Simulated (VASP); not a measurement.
# Co (P6_3/mmc) in VASP: a series of runs

The runs below take Co through single point, with PBE.

All numbers are computed with VASP 6.6.1; they aren't measurements. Logs are shortened: lines on timing, memory, paths and dates and some standing lists are left out, and cuts for length are marked.

**1. The cell of the first run**

Symmetry: P6_3/mmc, No. 194, hexagonal system. The conventional cell has a = 2.558 Å, b = 2.558 Å, c = 4.132 Å, α = 90.00°, β = 90.00°, γ = 120.00°. Within 3.4 Å of Co (site symmetry -6m2) lie 12 Co at 2.54 to 2.56 Å.

**2. Single point, PBE, collinear spin, ferromagnetic start (11.71 Å³/atom)**

Contents of INCAR:

```
SYSTEM = Co
  PREC = Accurate
  ENCUT = 520
  EDIFF = 1E-6
  ISMEAR = -1
  SIGMA = 0.05
  LREAL = .FALSE.
  LASPH = .TRUE.
  NELM = 150
  ALGO = Normal
  ISIF = 2
  LWAVE = .FALSE.
  LCHARG = .FALSE.
  ISPIN = 2
  MAGMOM = -1.69 -1.69
  LORBIT = 11
  LMAXMIX = 4
  GGA = PE
  NBANDS = 20
```

Contents of KPOINTS:

```
regular mesh
0
G
  24 24 13
  0 0 0
```

Contents of POSCAR:

```
Co
1.0
    2.5583181128      0.0000000000      0.0000000000
   -1.2791590564      2.2155684766      0.0000000000
    0.0000000000      0.0000000000      4.1324500572
Co
2
Direct
    0.3333333333      0.6666666667      0.2500000000
    0.6666666667      0.3333333333      0.7500000000
```

Potentials or basis: VASP PAW PBE potentials, release 64 (Co).

On the command line:

```bash
> cat potpaw_PBE.64/Co/POTCAR > POTCAR
> mpirun -np 1 vasp_std > vasp.out
```

OUTCAR:

```text
SYSTEM = Co
   PREC = Accurate
   ENCUT = 520
   EDIFF = 1E-6
   ISMEAR = -1
   LREAL = .FALSE.
   LASPH = .TRUE.
   NELM = 150
   ISIF = 2
   ISPIN = 2
   LORBIT = 11
   GGA = PE

 ion  position               nearest neighbor table
   1  0.333  0.667  0.250-   2 2.54   2 2.54   2 2.54   2 2.54   2 2.54   2 2.54
   2  0.667  0.333  0.750-   1 2.54   1 2.54   1 2.54   1 2.54   1 2.54   1 2.54

  LATTYP: Found a hexagonal cell.
 ALAT       =     2.5583181128
 C/A-ratio  =     1.6152995347

  Lattice vectors:

 A1 = (   2.5583181128,   0.0000000000,   0.0000000000)
 A2 = (  -1.2791590564,   2.2155684766,   0.0000000000)
 A3 = (   0.0000000000,   0.0000000000,   4.1324500572)

Analysis of symmetry for initial positions (statically):
=====================================================================
 Subroutine PRICEL returns:
 Original cell was already a primitive cell.

 Routine SETGRP: Setting up the symmetry group for a
 hexagonal supercell.

 Subroutine GETGRP returns: Found 24 space group operations
 (whereof 12 operations were pure point group operations)
 out of a pool of 24 trial point group operations.

The static configuration has the point symmetry D_3d.
 The point group associated with its full space group is D_6h.

Analysis of symmetry for dynamics (positions and initial velocities):
=====================================================================
 Subroutine PRICEL returns:
 Original cell was already a primitive cell.

 Routine SETGRP: Setting up the symmetry group for a
 hexagonal supercell.

 Subroutine GETGRP returns: Found 24 space group operations
 (whereof 12 operations were pure point group operations)
 out of a pool of 24 trial point group operations.

The dynamic configuration has the point symmetry D_3d.
 The point group associated with its full space group is D_6h.

Analysis of structural, dynamic, and magnetic symmetry:
=====================================================================
 Subroutine PRICEL returns:
 Original cell was already a primitive cell.

 Routine SETGRP: Setting up the symmetry group for a
 hexagonal supercell.

 Subroutine GETGRP returns: Found 24 space group operations
 (whereof 12 operations were pure point group operations)
 out of a pool of 24 trial point group operations.

The overall configuration has the point symmetry D_3d.
 The point group associated with its full space group is D_6h.

 Subroutine INISYM returns: Found 24 space group operations
 (whereof 12 operations are pure point group operations),
 and found     1 'primitive' translations

----------------------------------------------------------------------------------------

                                     Primitive cell

  volume of cell :      23.4233

  direct lattice vectors                    reciprocal lattice vectors
     2.558318113  0.000000000  0.000000000     0.390881804  0.225675715  0.000000000
    -1.279159056  2.215568477  0.000000000     0.000000000  0.451351430  0.000000000
     0.000000000  0.000000000  4.132450057     0.000000000  0.000000000  0.241987196

  length of vectors
     2.558318113  2.558318113  4.132450057     0.451351430  0.451351430  0.241987196

  position of ions in fractional coordinates (direct lattice)
     0.333333333  0.666666667  0.250000000
     0.666666667  0.333333333  0.750000000

  ion indices of the primitive-cell ions
   primitive index   ion index
                 1           1
                 2           2

----------------------------------------------------------------------------------------

 KPOINTS: regular mesh

Automatic generation of k-mesh.
 Grid dimensions read from file:
 generate k-points for:   24   24   13

 Generating k-lattice:

  Cartesian coordinates                     Fractional coordinates (reciprocal lattice)
     0.016286742  0.009403155  0.000000000     0.041666667 -0.000000000  0.000000000
     0.000000000  0.018806310  0.000000000     0.000000000  0.041666667  0.000000000
     0.000000000  0.000000000  0.018614400     0.000000000  0.000000000  0.076923077

  Length of vectors
     0.018806310  0.018806310  0.018614400

  Shift w.r.t. Gamma in fractional coordinates (k-lattice)
     0.000000000  0.000000000  0.000000000

 Subroutine IBZKPT returns following result:
 ===========================================

 Found    427 irreducible k-points:

 Following reciprocal coordinates:
            Coordinates               Weight
  0.000000  0.000000  0.000000      1.000000
  0.041667  0.000000  0.000000      6.000000
  0.083333  0.000000  0.000000      6.000000
  0.125000 -0.000000  0.000000      6.000000
  0.166667  0.000000  0.000000      6.000000
  0.208333 -0.000000  0.000000      6.000000
[... 16 lines left out ...]
  0.416667  0.041667  0.000000     12.000000
  0.458333  0.041667  0.000000     12.000000
 [... further k-points ...]
   k-points           NKPTS =    427   k-points in BZ     NKDIM =    427   number of bands    NBANDS=     20
   number of dos      NEDOS =    301   number of ions     NIONS =      2
   total plane-waves  NPLWV =  12800
   dimension x,y,z NGX =    20 NGY =   20 NGZ =   32
   dimension x,y,z NGXF=    40 NGYF=   40 NGZF=   64
   ions per type =               2
   NGX,Y,Z   is equivalent  to a cutoff of  13.00, 13.00, 12.87 a.u.
   NGXF,Y,Z  is equivalent  to a cutoff of  25.99, 25.99, 25.75 a.u.
 SYSTEM =  Co
   PREC   = accura    normal or accurate (medium, high low for compatibility)
   ISTART =      0    job   : 0-new  1-cont  2-samecut
   ICHARG =      2    charge: 1-file 2-atom 10-const
   ISPIN  =      2    spin polarized calculation?
   LNONCOLLINEAR =      F non collinear calculations
   LSORBIT =      F    spin-orbit coupling
   LASPH  =      T    aspherical Exc in radial PAW
   ENCUT  =  520.0 eV  38.22 Ry    6.18 a.u.   4.76  4.76  7.68*2*pi/ulx,y,z
   NELM   =    150;   NELMIN=  2; NELMDL= -5     # of ELM steps
   EDIFF  = 0.1E-05   stopping-criterion for ELM
   LREAL  =      F    real-space projection
   EDIFFG = 0.1E-04   stopping-criterion for IOM
   NSW    =      0    number of steps for IOM
   IBRION =     -1    ionic relax: 0-MD 1-quasi-New 2-CG
   NFREE  =      0    steps in history (QN), initial steepest desc. (CG)
   ISIF   =      2    stress and relaxation
   ISYM   =      2    0-nonsym 1-usesym 2-fastsym
   POTIM  = 0.5000    time-step for ionic-motion
   TEBEG  =    0.0;   TEEND  =   0.0 temperature during run
   PSTRESS=    0.0 pullay stress
   NELECT =      18.0000    total number of electrons
   NUPDOWN=      -1.0000    fix difference up-down
   EMIN   =  10.00;   EMAX   =-10.00  energy-range for DOS
   EFERMI =   0.00;   METHOD = LEGACY
   ISMEAR =    -1;   SIGMA  =   0.05  broadening in eV -4-tet -1-fermi 0-gaus
   EFERMI_NEDOS =   21; number of points for ismear=-14 and -15
   IALGO  =     38    algorithm
   IMIX   =      4    mixing-type and parameters
     AMIX     =   0.40;   BMIX     =  1.00
     AMIX_MAG =   1.60;   BMIX_MAG =  1.00
  volume/ion in A,a.u.               =      11.71        79.03
  Fermi-wavevector in a.u.,A,eV,Ry     =   1.499512  2.833666 30.593185  2.248536
  Thomas-Fermi vector in A             =   2.611132
   LORBIT       =     11    0 simple, 1 ext, 2 COOP (PROOUT), +10 PAW based schemes
   GGA     = PE    functional components
   LHFCALC =     F    Hartree Fock is set to
   AEXX    =    0.0000 exact exchange contribution
   IVDW    =     0    specifies the selected vdW correction
   LEPSILON=     F    determine dielectric tensor
   LRPA    =     F    only Hartree local field effects (RPA)
 spin polarized calculation
  energy-cutoff  :      520.00
  volume of cell :       23.42
 maximum number of plane-waves:       651
 NGX is ok and might be reduce to    20
   NGX =  9   NGY =  9   NGZ = 15

 number of electron      18.0000013 magnetization      -3.3091662

 Free energy of the ion-electron system (eV)
  ---------------------------------------------------
  ext. energy  EPLUGINS =         0.00000000
  ---------------------------------------------------
  free energy    TOTEN  =       -13.99564256 eV

  energy without entropy =      -13.97990484  energy(sigma->0) =      -13.98777370

 E-fermi :   9.2176     XC(G=0): -12.9607

 val. band max:        9.2159180674   @ k =   0.0417   0.0417   0.1538
 cond. band min:       9.2179517426   @ k =   0.2917   0.0833   0.4615
 fundamental gap:      0.0020336752
 Fermi energy:         9.2176056362

 spin component 1

 k-point     1 :       0.0000    0.0000    0.0000
  band No.  band energies     occupation
      1       0.7281      1.00000
      2       5.3931      1.00000
      3       8.3763      1.00000
      4       8.3994      1.00000
      5       8.3994      1.00000
      6       8.7259      0.99995
[... 12 lines left out ...]
     19      34.0587      0.00000
     20      34.0587      0.00000
[... 507 lines left out ...]
 k-point    24 :       0.4583    0.0417    0.0000
  band No.  band energies     occupation
      1       5.6383      1.00000
      2       6.0877      1.00000
      3       6.3583      1.00000
      4       7.4758      1.00000
      5       8.2489      1.00000
      6       8.3309      1.00000
[... 12 lines left out ...]
     19      30.7855      0.00000
     20      32.6474      0.00000

 [... further k-points ...]

 spin component 2

 k-point     1 :       0.0000    0.0000    0.0000
  band No.  band energies     occupation
      1       0.7532      1.00000
      2       4.4265      1.00000
      3       6.7016      1.00000
      4       6.7142      1.00000
      5       6.7142      1.00000
      6       6.9882      1.00000
[... 12 lines left out ...]
     19      33.7858      0.00000
     20      33.8588      0.00000
[... 507 lines left out ...]
 k-point    24 :       0.4583    0.0417    0.0000
  band No.  band energies     occupation
      1       4.7717      1.00000
      2       4.8488      1.00000
      3       5.0799      1.00000
      4       6.5584      1.00000
      5       6.7598      1.00000
      6       6.7847      1.00000
[... 12 lines left out ...]
     19      30.4579      0.00000
     20      32.3516      0.00000

 [... further k-points ...]
[... 5 lines left out ...]
  --------------------------------------------------------------------------------------
  -------------------------------------------------------------------------------------
  Total       -2.0508451     -2.0508451     -1.9882061     -0.0000000      0.0000000     -0.0000000
  in kB     -140.2801137   -140.2801137   -135.9955343     -0.0000000      0.0000000     -0.0000000
  external PRESSURE =    -138.8519206 kB  Pullay stress =       0.0000000 kB

 VOLUME and BASIS-vectors are now :
 -----------------------------------------------------------------------------
  energy-cutoff  :      520.00
  volume of cell :       23.42
      direct lattice vectors                 reciprocal lattice vectors
     2.558318113  0.000000000  0.000000000     0.390881804  0.225675715  0.000000000
    -1.279159056  2.215568477  0.000000000     0.000000000  0.451351430  0.000000000
     0.000000000  0.000000000  4.132450057     0.000000000  0.000000000  0.241987196

 POSITION                                       TOTAL-FORCE (eV/Angst)
 -----------------------------------------------------------------------------------
     -0.00000      1.47705      1.03311         0.000000      0.000000      0.000000
      1.27916      0.73852      3.09934        -0.000000     -0.000000      0.000000
 -----------------------------------------------------------------------------------
    total drift:                               -0.000000      0.000000     -0.000000

  FREE ENERGIE OF THE ION-ELECTRON SYSTEM (eV)
  ---------------------------------------------------
  free  energy   TOTEN  =       -13.9956425564 eV

  energy  without entropy=      -13.9799048445  energy(sigma->0) =      -13.98777370

 total charge

# of ion       s       p       d       tot
------------------------------------------
    1        0.458   0.459   7.218   8.134
    2        0.458   0.459   7.218   8.134
--------------------------------------------------
tot          0.916   0.917  14.435  16.269

 magnetization (x)

# of ion       s       p       d       tot
------------------------------------------
    1        0.014   0.053  -1.758  -1.691
    2        0.014   0.053  -1.758  -1.691
--------------------------------------------------
tot          0.028   0.106  -3.516  -3.382
```

Wall time 2.5 min (1 thread of Intel Xeon 6975P-C (Granite Rapids), shared host); peak memory 0.36 GiB.

What came out:

```
Free energy                                           : -13.9956 eV
Pressure                                              : -13.9 GPa
Net moment                                            : -3.31 μB per cell
Site moments                                          : Co -1.69 μB
Valence electrons inside the program's atomic spheres : Co 8.13
```

Stress tensor (GPa, compression positive):
```
-14.03   0.00   0.00
  0.00 -14.03   0.00
  0.00   0.00 -13.60
```

Caveat: the cell stands under tension.

**3. Single point, PBE**

This run uses another cell than the first one, of 10.37 Å³/atom.

Contents of INCAR:

```
SYSTEM = Co
ALGO     = Normal         ! electronic algorithm
EDIFF    = 1E-6           ! SCF threshold, eV
ENCUT    = 690            ! plane-wave cutoff, eV
GGA      = PE             ! functional
GGA_COMPAT= .FALSE.      
ISIF     = 2              ! what is computed and relaxed
ISMEAR   = -1             ! smearing method
LASPH    = .TRUE.         ! aspherical terms in the spheres
LCHARG   = .FALSE.        ! write CHGCAR
LREAL    = .FALSE.        ! projectors in reciprocal space
LWAVE    = .FALSE.        ! write WAVECAR
NBANDS   = 24             ! bands
NELM     = 120            ! most SCF steps
PREC     = Accurate       ! precision mode
SIGMA    = 0.1            ! smearing width, eV
```

Contents of KPOINTS:

```
k-points
0
G
  4 4 2
  0 0 0
```

Contents of POSCAR:

```
Co
1.0
    2.4583936733      0.0000000000      0.0000000000
   -1.2291968366      2.1290313736      0.0000000000
    0.0000000000      0.0000000000      3.9606917934
Co
2
Direct
    0.3333333333      0.6666666667      0.2500000000
    0.6666666667      0.3333333333      0.7500000000
```

Potentials or basis: VASP PAW PBE potentials, release 64 (Co_sv).

On the command line:

```bash
> cat potpaw_PBE.64/Co_sv/POTCAR > POTCAR
> mpirun -np 1 vasp_std > vasp.out
```

OUTCAR:

```text
SYSTEM = Co
   EDIFF = 1E-6
   ENCUT = 690
   GGA = PE
   ISIF = 2
   ISMEAR = -1
   LASPH = .TRUE.
   LREAL = .FALSE.
   NELM = 120
   PREC = Accurate

 ion  position               nearest neighbor table
   1  0.333  0.667  0.250-   2 2.44   2 2.44   2 2.44   2 2.44   2 2.44   2 2.44
   2  0.667  0.333  0.750-   1 2.44   1 2.44   1 2.44   1 2.44   1 2.44   1 2.44

  LATTYP: Found a hexagonal cell.
 ALAT       =     2.4583936733
 C/A-ratio  =     1.6110893208

  Lattice vectors:

 A1 = (   2.4583936733,   0.0000000000,   0.0000000000)
 A2 = (  -1.2291968366,   2.1290313736,   0.0000000000)
 A3 = (   0.0000000000,   0.0000000000,   3.9606917934)

Analysis of symmetry for initial positions (statically):
=====================================================================
 Subroutine PRICEL returns:
 Original cell was already a primitive cell.

 Routine SETGRP: Setting up the symmetry group for a
 hexagonal supercell.

 Subroutine GETGRP returns: Found 24 space group operations
 (whereof 12 operations were pure point group operations)
 out of a pool of 24 trial point group operations.

[... 142 lines left out ...]
  ---------------------------------------------------
  free energy    TOTEN  =       -14.02863092 eV

  energy without entropy =      -13.89417502  energy(sigma->0) =      -13.96140297

 E-fermi :  12.7991     XC(G=0): -14.2027

 val. band max:       12.5639789471   @ k =   0.0000   0.0000   0.0000
 cond. band min:      12.8289713233   @ k =   0.0000   0.0000   0.0000
 fundamental gap:      0.2649923762
 Fermi energy:        12.7990551683

 k-point     1 :       0.0000    0.0000    0.0000
  band No.  band energies     occupation
      1     -82.4485      2.00000
      2     -82.3760      2.00000
      3     -45.9285      2.00000
      4     -45.5388      2.00000
      5     -45.5388      2.00000
      6     -45.5246      2.00000
[... 205 lines left out ...]
     23      24.9282      0.00000
     24      24.9282      0.00000

------------------------ aborting loop because EDIFF is reached ----------------------------------------

  FORCE on cell =-STRESS in cart. coord.  units (eV):
  Direction    XX          YY          ZZ          XY          YZ          ZX
  --------------------------------------------------------------------------------------
  -------------------------------------------------------------------------------------
  Total       -0.8619864     -0.8619864      0.2714643     -0.0000000     -0.0000000     -0.0000000
  in kB      -66.6202829    -66.6202829     20.9806435     -0.0000000     -0.0000000     -0.0000000
  external PRESSURE =     -37.4199741 kB  Pullay stress =       0.0000000 kB

 VOLUME and BASIS-vectors are now :
 -----------------------------------------------------------------------------
  energy-cutoff  :      690.00
  volume of cell :       20.73
      direct lattice vectors                 reciprocal lattice vectors
     2.458393673  0.000000000  0.000000000     0.406769677  0.234848582  0.000000000
    -1.229196837  2.129031374  0.000000000     0.000000000  0.469697165  0.000000000
     0.000000000  0.000000000  3.960691793     0.000000000  0.000000000  0.252481145

 POSITION                                       TOTAL-FORCE (eV/Angst)
 -----------------------------------------------------------------------------------
     -0.00000      1.41935      0.99017         0.000000      0.000000      0.000000
      1.22920      0.70968      2.97052        -0.000000     -0.000000      0.000000
 -----------------------------------------------------------------------------------
    total drift:                               -0.000000      0.000000     -0.000000

  FREE ENERGIE OF THE ION-ELECTRON SYSTEM (eV)
  ---------------------------------------------------
  free  energy   TOTEN  =       -14.0286309195 eV

  energy  without entropy=      -13.8941750196  energy(sigma->0) =      -13.96140297
```

stdout:

```text
POSCAR found type information on POSCAR Co
 POSCAR found :  1 types and       2 ions
 scaLAPACK will be used
 LDA part: xc-table for (Slater+PW92), standard interpolation
 POSCAR, INCAR and KPOINTS ok, starting setup
 FFT: planning ... GRIDC
 FFT: planning ... GRID_SOFT
 FFT: planning ... GRID
 WAVECAR not read
 entering main loop
```

Run time: 7.5 s. Hardware: 1 thread of AMD EPYC 7R13 (Zen 3), shared host; peak memory 0.12 GiB.

Results:

```yaml
Free_energy: -14.0286 eV
Pressure: -3.7 GPa
Band_gap_on_the_k_mesh: zero (bands 17 and 18 overlap by 1.01 eV)
```

Caveat: the k points lie up to 0.79 Å⁻¹ apart, too coarse for converged energies and pressures of a metal; the run has no spin polarisation, though such a crystal can be magnetic. Spin polarisation is off, so any magnetic state and its effect on volume and gap are missing.

[end of part 1 of 2]

The gap in the log of VASP goes by the Fermi energy; the results here count the filled bands.